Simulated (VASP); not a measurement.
Ni:

```
Ni
1.0
     2.44802    0.00000    0.00000
    -1.22401    2.12005    0.00000
     0.00000    0.00000    4.07281
Ni
2
Direct
  0.33333 0.66667 0.25000
  0.66667 0.33333 0.75000
```

This isn't the form of Ni at room conditions, which is fcc.

Base run:

| Quantity | Value |
| --- | --- |
| Program | VASP 6.6.1 |
| Functional | PBEsol |
| Potentials or basis | VASP PAW PBE potentials, release 64 (Ni) |
| Cutoff | 520 eV |
| k mesh | 15 × 15 × 8 |
| Occupations | fermi-dirac, width 0.15 eV |
| Spin | collinear spin, ferromagnetic start |
| Starting moments | [2.0, 2.0] μB |

Its results: pressure -2.5 GPa; net moment 1.16 μB per cell; site moments Ni +0.58 μB.

Q: The run is repeated on the same cell with these changes: functional from PBEsol to LDA; potentials or basis from VASP PAW PBE potentials, release 64 (Ni) to VASP PAW LDA potentials, release 64 (Ni). What comes out?

A: Pressure -10.3 GPa; net moment 1.02 μB per cell; site moments Ni +0.51 μB.

Caveats: the PAW data sets were made with another functional, which shifts forces and pressure a little (at least some runs); the cell stands under tension (at least some runs).
